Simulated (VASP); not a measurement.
YSe, 2 atoms in the cell. The structure is trigonal, space group R-3m (No. 166). Conventional cell: a = 4.025 Å, b = 4.025 Å, c = 10.158 Å, α = 90.00°, β = 90.00°, γ = 120.00°. Y (site symmetry -3m) has 6 Se at 2.88 Å within 3.8 Å. Within 3.8 Å of Se (site symmetry -3m) lie 6 Y at 2.88 Å.  This cell differs from its parent crystal: equal xy, yz and zx shear strains of +2 %.

```yaml
Program: VASP 6.6.1
Task: single point
Functional: LDA
Potentials_or_basis: VASP PAW LDA potentials, release 64 (Y_sv, Se)
Cutoff: 520 eV
k_mesh: 7 × 7 × 7
Occupations: fermi-dirac, width 0.03 eV
Spin: no spin polarisation
Dipole_correction: no
Further_INCAR_settings: ALGO = Normal; EDIFF = 1e-07; NBANDS = 16
```

Potentials or basis: VASP PAW LDA potentials, release 64 (Y_sv, Se).

Launch:

```sh
$ cat potpaw_LDA.64/Y_sv/POTCAR potpaw_LDA.64/Se/POTCAR > POTCAR
$ mpirun -np 1 vasp_std > vasp.out
```

Hardware: 1 thread of AMD EPYC 7R13 (shared host).

Question: Estimate the wall time of this run.

Answer: Wall time 47 s on 1 thread of AMD EPYC 7R13 (shared host), peak memory 0.16 GiB. Counts: scf iterations 14, k points 44.
